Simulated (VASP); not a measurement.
# Na (Im-3m) in VASP: notebook, part 2 of 2

VASP 6.6.1.

### Step 5. Relaxation of cell and atoms, PBE, target pressure 10 GPa, at which the enthalpy is minimised

This run uses another cell than the first one, of 39.20 Å³/atom.

The input, INCAR:

```
SYSTEM = Na
ALGO = Normal
EDIFF = 1E-7
EDIFFG = -0.02
ENCUT = 500
GGA = PE
GGA_COMPAT = .False.
IBRION = 2
ISIF = 3
ISMEAR = 1
LASPH = .True.
LCHARG = .False.
LREAL = .False.
LWAVE = .False.
NELM = 120
NELMIN = 4
NSW = 80
PREC = Accurate
PSTRESS = 100.0
SIGMA = 0.1
```

The input, KPOINTS:

```
k-points
0
Gamma
  13 13 13
  0 0 0
```

The input, POSCAR:

```
Na
1.0
   -2.1400000000      2.1400000000      2.1400000000
    2.1400000000     -2.1400000000      2.1400000000
    2.1400000000      2.1400000000     -2.1400000000
Na
1
Direct
    0.0000000000      0.0000000000      0.0000000000
```

Potentials or basis: VASP PAW PBE potentials, release 64 (Na_pv).

Run with:

```bash
$ cat potpaw_PBE.64/Na_pv/POTCAR > POTCAR
$ mpirun -np 1 vasp_std > vasp.out
```

OUTCAR:

```text
SYSTEM = Na
   EDIFF = 1E-7
   EDIFFG = -0.02
   ENCUT = 500
   GGA = PE
   IBRION = 2
   ISIF = 3
   ISMEAR = 1
   LASPH = .True.
   LREAL = .False.
   NELM = 120
   NELMIN = 4
   NSW = 80
   PREC = Accurate
   PSTRESS = 100.0

 ion  position               nearest neighbor table
   1  0.000  0.000  0.000-

  LATTYP: Found a body centered cubic cell.
 ALAT       =     4.2800000000

  Lattice vectors:

 A1 = (  -2.1400000000,   2.1400000000,   2.1400000000)
 A2 = (   2.1400000000,  -2.1400000000,   2.1400000000)
 A3 = (   2.1400000000,   2.1400000000,  -2.1400000000)

Analysis of symmetry for initial positions (statically):
=====================================================================
 Subroutine PRICEL returns:
 Original cell was already a primitive cell.
[... 289 lines left out ...]

 E-fermi :   2.3836     XC(G=0):  -8.0072

 val. band max:        2.2658688356   @ k =  -0.3077   0.3077   0.3077
 cond. band min:       2.3940510901   @ k =  -0.3846   0.4615   0.0769
 fundamental gap:      0.1281822545
 Fermi energy:         2.3836357642

 k-point     1 :       0.0000    0.0000    0.0000
  band No.  band energies     occupation
      1     -22.4381      2.00000
      2     -22.4381      2.00000
      3     -22.4381      2.00000
      4      -2.2313      2.00000
      5      17.7299      0.00000
      6      17.7299      0.00000
      7      17.7299      0.00000
[... 221 lines left out ...]
 k-point    24 :       0.2308    0.0769    0.0769
  band No.  band energies     occupation
      1     -22.5744      2.00000
      2     -22.4774      2.00000
      3     -22.4482      2.00000
      4       0.3796      2.00000
      5       8.7454      0.00000
      6      11.3998      0.00000
      7      14.2771      0.00000

 [... further k-points ...]

------------------------ aborting loop because EDIFF is reached ----------------------------------------

  FORCE on cell =-STRESS in cart. coord.  units (eV):
  Direction    XX          YY          ZZ          XY          YZ          ZX
  --------------------------------------------------------------------------------------
  -------------------------------------------------------------------------------------
  Total        1.4083939      1.4083939      1.4083939      0.0000000      0.0000000     -0.0000000
  in kB      101.3427631    101.3427631    101.3427631      0.0000000      0.0000000     -0.0000000
  external PRESSURE =       1.3427631 kB  Pullay stress =     100.0000000 kB
[... 20 lines left out ...]
  energy  without entropy=       -0.9993754704  energy(sigma->0) =       -0.99995171

  enthalpy is  TOTEN    =         0.3894931933 eV   P V=        1.3897330279

 reached required accuracy - stopping structural energy minimisation
```

It took 21 s on 1 thread of Intel Xeon 6975P-C (Granite Rapids), shared host; peak memory 0.16 GiB.

Results:

```yaml
Free_energy: -1.0002 eV
Relaxed_volume: 22.27 Å³/atom
Relaxed_cell: a = 3.070 Å, b = 3.070 Å, c = 3.070 Å, α = 109.47°, β = 109.47°, γ = 109.47°
Space_group_after_relaxing_to_0.1_Å: Im-3m (No. 229)
Energy_change_on_relaxing_the_run_minimises_the_enthalpy: +306.7 meV/atom
Ionic_steps: 4
Pressure_after_relaxing: 10.1 GPa
Band_gap_on_the_k_mesh: zero (an odd number of electrons rules out a gap without spin polarisation)
```

Step by step:
| step | energy change (eV) | largest force (eV/Å) | pressure (GPa) | volume (Å³) |
| --- | --- | --- | --- | --- |
| 1 | 0.0000 | 0.0000 | -0.44 | 39.20 |
| 2 | 0.1196 | 0.0000 | 4.87 | 26.43 |
| 3 | 0.2542 | 0.0000 | 8.68 | 23.16 |
| 4 | 0.3067 | 0.0000 | 10.13 | 22.27 |

Final structure:
```
Na
1.0
    -1.77226    1.77226    1.77226
     1.77226   -1.77226    1.77226
     1.77226    1.77226   -1.77226
Na
1
Direct
  0.00000 0.00000 0.00000
```

Caveat: the cell is relaxed towards a set pressure, so the run minimises the enthalpy, not the energy; the volume moved by over 15 % at a fixed basis, so the end points are rough.

### Step 6. Relaxation of cell and atoms, PBE, target pressure 20 GPa, at which the enthalpy is minimised

This run uses another cell than the first one, of 39.20 Å³/atom.

The input, INCAR:

```
  PREC = Accurate
  ENCUT = 500
  EDIFF = 1E-7
  ISMEAR = 1
  SIGMA = 0.1
  LREAL = F
  LASPH = T
  NELM = 120
  ALGO = Normal
  ISIF = 3
  LWAVE = F
  LCHARG = F
  GGA = PE
  IBRION = 2
  NSW = 80
  EDIFFG = -0.02
  PSTRESS = 200.0
  GGA_COMPAT = F
  NELMIN = 4
```

The input, KPOINTS:

```
Automatic mesh
0
Gamma
  13 13 13
```

POSCAR is that of step 5.

Potentials or basis: VASP PAW PBE potentials, release 64 (Na_pv).

Run with:

```bash
$ cat potpaw_PBE.64/Na_pv/POTCAR > POTCAR
$ mpirun -np 1 vasp_std > vasp.out
```

Wall time 50 s (1 thread of Intel Xeon 6975P-C (Granite Rapids), shared host); peak memory 0.16 GiB.

The run converged. Its results:

- Free energy: -0.6505 eV
- Relaxed volume: 18.40 Å³/atom
- Relaxed cell: a = 2.881 Å, b = 2.881 Å, c = 2.881 Å, α = 109.47°, β = 109.47°, γ = 109.47°
- Space group after relaxing (to 0.1 Å): Im-3m (No. 229)
- Energy change on relaxing (the run minimises the enthalpy): +656.4 meV/atom
- Ionic steps: 16
- Pressure after relaxing: 20.1 GPa
- Band gap on the k mesh: zero (an odd number of electrons rules out a gap without spin polarisation)

The path:
```csv
step,energy change (eV),largest force (eV/Å),pressure (GPa),volume (Å³)
1,0.0000,0.0000,-0.44,39.20
2,0.8364,0.0000,25.37,17.13
3,0.6665,0.0000,20.37,18.32
4,0.6272,0.0000,19.21,18.64
5,0.6277,0.0000,19.22,18.64
6,0.6293,0.0000,19.27,18.62
7,0.6293,0.0000,19.26,18.62
8,0.6294,0.0000,19.27,18.62
9,0.6295,0.0000,19.27,18.62
10,0.6297,0.0000,19.28,18.62
11,0.6301,0.0000,19.29,18.62
12,0.6310,0.0000,19.32,18.61
13,0.6326,0.0000,19.37,18.60
14,0.6360,0.0000,19.47,18.57
15,0.6427,0.0000,19.68,18.51
16,0.6564,0.0000,20.11,18.40
```

Final structure:
```yaml
crystal:
  lattice:
    - [-1.66318, 1.66318, 1.66318]
    - [1.66318, -1.66318, 1.66318]
    - [1.66318, 1.66318, -1.66318]
  atoms:
    - { symbol: Na, position: [0.00000, 0.00000, 0.00000] }
```

Levels at points of the mesh, in eV from the Fermi level:
| k point | band 1 | band 2 | band 3 | band 4 | band 5 | band 6 |
| --- | --- | --- | --- | --- | --- | --- |
| (0.00, 0.00, 0.00) | -24.96 | -24.96 | -24.96 | -5.21 | 16.88 | 16.88 |

Caveat: the cell is relaxed towards a set pressure, so the run minimises the enthalpy, not the energy; the volume moved by over 15 % at a fixed basis, so the end points are rough.

### Step 7. Relaxation of cell and atoms, PBE, target pressure 30 GPa, at which the enthalpy is minimised

This run uses another cell than the first one, of 39.20 Å³/atom.

The input, INCAR:

```
SYSTEM = Na
PREC     = Accurate       ! precision mode
ENCUT    = 500            ! plane-wave cutoff, eV
EDIFF    = 1E-7           ! SCF threshold, eV
ISMEAR   = 1              ! smearing method
SIGMA    = 0.1            ! smearing width, eV
LREAL    = .False.        ! projectors in reciprocal space
LASPH    = .True.         ! aspherical terms in the spheres
NELM     = 120            ! most SCF steps
ALGO     = Normal         ! electronic algorithm
ISIF     = 3              ! what is computed and relaxed
LWAVE    = .False.        ! write WAVECAR
LCHARG   = .False.        ! write CHGCAR
GGA      = PE             ! functional
IBRION   = 2              ! ionic algorithm
NSW      = 80             ! ionic steps
EDIFFG   = -0.02          ! ionic threshold
PSTRESS  = 300.0        
GGA_COMPAT= .False.      
NELMIN   = 4
```

The input, KPOINTS:

```
Automatic mesh
0
Gamma
  13 13 13
  0 0 0
```

POSCAR is that of step 6.

Run with:

```bash
$ cat potpaw_PBE.64/Na_pv/POTCAR > POTCAR
$ mpirun -np 1 vasp_std > vasp.out
```

Run time: 32 s. Hardware: 1 thread of Intel Xeon 6975P-C (Granite Rapids), shared host; peak memory 0.17 GiB.

Results (log left out):

| Quantity | Value |
| --- | --- |
| Free energy | -0.3186 eV |
| Relaxed volume | 16.24 Å³/atom |
| Relaxed cell | a = 2.763 Å, b = 2.763 Å, c = 2.763 Å, α = 109.47°, β = 109.47°, γ = 109.47° |
| Space group after relaxing (to 0.1 Å) | Im-3m (No. 229) |
| Energy change on relaxing (the run minimises the enthalpy) | +988.3 meV/atom |
| Ionic steps | 7 |
| Pressure after relaxing | 30.0 GPa |
| Band gap on the k mesh | zero (an odd number of electrons rules out a gap without spin polarisation) |

Step by step:
| step | energy change (eV) | largest force (eV/Å) | pressure (GPa) | volume (Å³) |
| --- | --- | --- | --- | --- |
| 1 | 0.0000 | 0.0000 | -0.44 | 39.20 |
| 2 | 3.2268 | 0.0000 | 113.59 | 10.31 |
| 3 | 0.8750 | 0.0000 | 26.51 | 16.89 |
| 4 | 0.9595 | 0.0000 | 29.10 | 16.40 |
| 5 | 1.0213 | 0.0000 | 31.02 | 16.07 |
| 6 | 0.9787 | 0.0000 | 29.71 | 16.30 |
| 7 | 0.9883 | 0.0000 | 30.04 | 16.24 |

Final structure:
```yaml
crystal:
  lattice:
    - [-1.59545, 1.59545, 1.59545]
    - [1.59545, -1.59545, 1.59545]
    - [1.59545, 1.59545, -1.59545]
  atoms:
    - { symbol: Na, position: [0.00000, 0.00000, 0.00000] }
```

Levels at points of the mesh, in eV from the Fermi level:
```
           k point  band 1  band 2  band 3  band 4  band 5  band 6  band 7
(0.00, 0.00, 0.00)  -25.13  -25.13  -25.13   -5.64   17.93   17.93   17.93
```

Caveat: the cell is relaxed towards a set pressure, so the run minimises the enthalpy, not the energy; the volume moved by over 15 % at a fixed basis, so the end points are rough.

### Step 8. The runs side by side

| task | cell | gap on the mesh (eV) | pressure (GPa) |
| --- | --- | --- | --- |
| single point | a = 3.073 Å, angles 109.5°, 1 atom | none | 9.9 |
| single point | a = 3.628 Å, angles 109.5°, 1 atom | none | 0.0 |
| relaxation of cell and atoms | relaxed from a = 3.707 Å, angles 109.5°, 1 atom | none | 0.0 |
| relaxation of cell and atoms | relaxed to 10 GPa from a = 3.707 Å, angles 109.5°, 1 atom | none | 10.1 |
| relaxation of cell and atoms | relaxed to 20 GPa from a = 3.707 Å, angles 109.5°, 1 atom | none | 20.1 |
| relaxation of cell and atoms | relaxed to 30 GPa from a = 3.707 Å, angles 109.5°, 1 atom | none | 30.0 |

Alike in all rows: level PBE; potentials or basis VASP PAW PBE potentials, release 64 (Na_pv); no spin polarisation; k mesh 13 × 13 × 13; cutoff (eV) 500; smearing methfessel-paxton 0.1 eV.

Caveats: the cell is relaxed towards a set pressure, so the run minimises the enthalpy, not the energy (at least some runs); the volume moved by over 15 % at a fixed basis, so the end points are rough (at least some runs); the cell stands under pressure (at least some runs).

Total energies depend on the potentials used, so only differences within one code and one set of settings carry meaning.
